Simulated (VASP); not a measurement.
ZnS: single point with r2SCAN

The system is ZnS.

```xyz
2
Lattice="0.0135 2.6945 2.6945 2.7080 0.0000 2.7080 2.6945 2.6945 0.0135" Properties=species:S:1:pos:R:3 pbc="T T T"
Zn    0.0000    0.0000    0.0000
S     4.0620    4.0418    4.0620
```

This cell differs from its parent crystal: strain +0.0100 x Voigt [0, 0, 0, 0, 1, 0].

```json
{
 "Program": "VASP 6.6.1",
 "Task": "single point",
 "Functional": "r2SCAN",
 "Potentials or basis": "VASP PAW PBE potentials, release 64 (Zn, S)",
 "Cutoff": "520 eV",
 "k mesh": "8 × 8 × 8",
 "Occupations": "gaussian, width 0.05 eV",
 "Spin": "no spin polarisation"
}
```

```json
{
 "Pressure": "0.0 GPa",
 "Largest force": "0.057 eV/Å",
 "Band gap on the k mesh": "2.69 eV, direct"
}
```

Forces in eV/Å, atoms in the order of the input:
```
Zn   0.000 -0.057  0.000
S    0.000  0.057  0.000
```

Stress tensor (GPa, compression positive):
```
 0.05  0.00 -0.73
 0.00  0.04  0.00
-0.73  0.00  0.05
```

Levels at points of the mesh, in eV from the valence-band top:
| k point | band 5 | band 6 | band 7 | band 8 | band 9 | band 10 | band 11 | band 12 | band 13 | band 14 |
| --- | --- | --- | --- | --- | --- | --- | --- | --- | --- | --- |
| (0.00, 0.00, 0.00) | -6.00 | -6.00 | -0.04 | -0.02 | 0.00 | 2.69 | 6.80 | 6.88 | 6.95 | 12.29 |
| (0.50, 0.00, 0.00) | -5.96 | -5.79 | -5.48 | -0.94 | -0.94 | 3.78 | 7.31 | 7.38 | 9.44 | 12.88 |
| (0.00, 0.50, 0.00) | -5.97 | -5.80 | -5.47 | -0.90 | -0.89 | 3.85 | 7.36 | 7.43 | 9.42 | 12.89 |
| (0.50, 0.50, 0.00) | -5.92 | -5.78 | -4.67 | -2.33 | -2.33 | 3.69 | 4.46 | 11.80 | 12.86 | 12.87 |
| (0.50, 0.00, 0.50) | -5.92 | -5.78 | -4.67 | -2.38 | -2.28 | 3.68 | 4.47 | 11.81 | 12.85 | 12.87 |

Wall time 110 s on 1 thread of Intel(R) Xeon(R) 6975P-C (Granite Rapids), with other jobs on the host, peak memory 0.2 GiB.

Caveat: the cell differs from its parent crystal (strain +0.0100 x Voigt [0, 0, 0, 0, 1, 0]); the PAW data sets were made with another functional, which shifts forces and pressure a little.
